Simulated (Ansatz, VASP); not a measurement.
**One calculation of BaGa3Ni, two programs**

Contents of INCAR:

```
PREC     = Accurate       # precision mode
ENCUT    = 520            # plane-wave cutoff, eV
EDIFF    = 1E-7           # SCF threshold, eV
ISMEAR   = 0              # smearing method
SIGMA    = 0.0223         # smearing width, eV
LREAL    = F              # projectors in reciprocal space
LASPH    = T              # aspherical terms in the spheres
NELM     = 60             # most SCF steps
ALGO     = Normal         # electronic algorithm
ISIF     = 2              # what is computed and relaxed
LWAVE    = F              # write WAVECAR
LCHARG   = T              # write CHGCAR
GGA      = PE             # functional
LELF     = T              # ELF
LVHAR    = T            
NBANDS   = 70             # bands
```

Contents of KPOINTS:

```
Automatic mesh
0
Gamma
  3 3 4
```

The input POSCAR:

```
BaGa3Ni
1.0
    3.2318580000      5.5977380000      0.0000000000
   -3.2318580000      5.5977380000      0.0000000000
    0.0000000000      0.0000000000      5.4412000000
Ga Ni Ba
6 2 2
Direct
    0.2964000000      0.8518000000      0.5000000000
    0.8518000000      0.8518000000      0.5000000000
    0.8518000000      0.2964000000      0.5000000000
    0.7036000000      0.1482000000      0.0000000000
    0.1482000000      0.1482000000      0.0000000000
    0.1482000000      0.7036000000      0.0000000000
    0.0000000000      0.0000000000      0.2559400000
    0.0000000000      0.0000000000      0.7440600000
    0.3333000000      0.3334000000      0.5000000000
    0.6667000000      0.6666000000      0.0000000000
```

Input for Ansatz:

```yaml
crystal:
  lattice:
    - [3.231858, 5.597738, 0.0]
    - [-3.231858, 5.597738, 0.0]
    - [0.0, 0.0, 5.4412]
  atoms:
    - { symbol: Ga, position: [0.2964, 0.8518, 0.5] }
    - { symbol: Ga, position: [0.8518, 0.8518, 0.5] }
    - { symbol: Ga, position: [0.8518, 0.2964, 0.5] }
    - { symbol: Ni, position: [0.0, 0.0, 0.25594] }
    - { symbol: Ni, position: [0.0, 0.0, 0.74406] }
    - { symbol: Ba, position: [0.3333, 0.3334, 0.5] }
    - { symbol: Ba, position: [0.6667, 0.6666, 0.0] }
    - { symbol: Ga, position: [0.7036, 0.1482, 0.0] }
    - { symbol: Ga, position: [0.1482, 0.1482, 0.0] }
    - { symbol: Ga, position: [0.1482, 0.7036, 0.0] }
  symmetry: { tolerance: 0.0003 }
kpoints:
  mp_grid: { grid: [3, 3, 4], shift: [0, 0, 0] }
magnetization:
  spin_polarized: false
scf:
  occupations: { method: gaussian, width: 0.0223 }
hamiltonian:
  pseudopotentials: { kind: paw }
  xc: pbe
basis:
  ecutwfc: 420
output:
  forces: true
  stress: true
  eigenvalues: true
```

Alike in both runs: task single point; functional PBE; k mesh 3 × 3 × 4; occupations gaussian, width 0.0223 eV; no spin polarisation.

|  | VASP | Ansatz |
| --- | --- | --- |
| version | VASP 6.6.1 | Ansatz 0.2.0 |
| potentials or method | VASP PAW PBE potentials, release 64 (Ga_d, Ni, Ba_sv), cutoff 520 eV | PAW plane waves |
| valence electrons in the cell | 118 | 134 |

|  | VASP | Ansatz | Ansatz less VASP |
| --- | --- | --- | --- |
| gap on the k mesh at the Fermi level (eV) | none | none | - |
| pressure (GPa) | 22.2 | 21.8 | -0.41 |
| rms of the force components (eV/Å) | 2.026 | 2.025 | -0.0008 |

A gap of «none» marks a metal or a gap that the smearing closes. The functional is the same, so the differences come from potentials, cutoffs and numerics. VASP's potentials hold 118 valence electrons a cell and Ansatz's 134, so a difference there can come from the potentials and not from the codes. Ansatz's warnings: structure snapped to symmetry.

The k mesh is coarse, so the values compare programs but aren't converged. Neither program's run includes spin-orbit coupling.
